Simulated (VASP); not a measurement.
Input of a VASP 6.6.1 run:

File POSCAR:

```
BaTiO3
1.0
    4.0950226294      0.0000000000      0.0000000000
    0.0000000000      2.9135386489      2.9192074213
    0.0000000000     -2.9135386489      2.9192074213
Ba Ti O
1 1 3
Direct
    0.0000000000      0.0044061011      0.0044061011
    0.5000000000      0.5135753575      0.5135753575
    0.0000000000      0.4947134013      0.4947134013
    0.5000000000      0.4954342957      0.9880908444
    0.5000000000      0.9880908444      0.4954342957
```

Contents of INCAR.step1:

```
PREC = Accurate
ENCUT = 520
ISMEAR = 0
SIGMA = 0.05
LREAL = False
LASPH = True
NELM = 150
LMAXMIX = 4
LDAU = True
LDAUTYPE = 2
LDAUL = -1 2 -1
LDAUU = 0 4 0
LDAUJ = 0 0 0
NBANDS = 28
GGA = PE
ALGO = Normal
EDIFF = 1E-4
LWAVE = True
LCHARG = False
```

The input INCAR.step2:

```
PREC = Accurate
ENCUT = 520
EDIFF = 1E-7
ISMEAR = 0
SIGMA = 0.05
LREAL = False
LASPH = True
NELM = 150
ALGO = Normal
ISIF = 2
LWAVE = False
LCHARG = True
LMAXMIX = 4
LDAU = True
LDAUTYPE = 2
LDAUL = -1 2 -1
LDAUU = 0 4 0
LDAUJ = 0 0 0
LDAUPRINT = 1
METAGGA = R2SCAN
LMIXTAU = True
LELF = True
LVHAR = True
NBANDS = 28
ISTART = 1
```

Contents of KPOINTS:

```
regular mesh
0
Gamma
  6 6 6
```

Potentials or basis: VASP PAW PBE potentials, release 64 (Ba_sv, Ti_sv, O).

Run with:

```sh
$ cat potpaw_PBE.64/Ba_sv/POTCAR potpaw_PBE.64/Ti_sv/POTCAR potpaw_PBE.64/O/POTCAR > POTCAR
$ cp INCAR.step1 INCAR
$ mpirun -np 1 vasp_std > vasp.out
$ cp INCAR.step2 INCAR
$ mpirun -np 1 vasp_std > vasp.out
```

(1) Estimate the pressure.

(2) What does it give for the band gap on the k mesh?

(3) What does it give for the largest force?

Answers

(1) -8.2 GPa.

(2) 2.61 eV, indirect (least direct gap 2.98 eV).

(3) 0.069 eV/Å.

Caveat: the cell differs from its parent crystal (strain +0.025 along x and y, +0.025 along z); the PAW data sets were made with another functional, which shifts forces and pressure a little; spin-orbit coupling is left out, which moves the levels of the heavy elements.
